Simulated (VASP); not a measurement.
A run of VASP 6.6.1 is set up as follows.

Contents of INCAR:

```
  PREC = Accurate
  ENCUT = 520
  EDIFF = 1E-7
  ISMEAR = 1
  SIGMA = 0.1
  LREAL = False
  LASPH = True
  NELM = 60
  ALGO = Normal
  ISIF = 2
  LWAVE = False
  LCHARG = False
  GGA = PS
  NBANDS = 12
```

Contents of KPOINTS:

```
regular mesh
0
Gamma
  34 34 34
```

POSCAR

```
Nb
1.0
   -1.6353117940      1.6353117940      1.6353117940
    1.6353117940     -1.6353117940      1.6353117940
    1.6353117940      1.6353117940     -1.6353117940
Nb
1
Direct
    0.0000000000      0.0000000000      0.0000000000
```

Potentials or basis: VASP PAW PBE potentials, release 64 (Nb_sv).

Run with:

```sh
$ cat potpaw_PBE.64/Nb_sv/POTCAR > POTCAR
$ mpirun -np 1 vasp_std > vasp.out
```

(1) Predict the band gap on the k mesh.

(2) Predict the pressure.

## Answers

(1) zero (an odd number of electrons rules out a gap without spin polarisation).

(2) -0.2 GPa.

Caveat: the PAW data sets were made with another functional, which shifts forces and pressure a little.
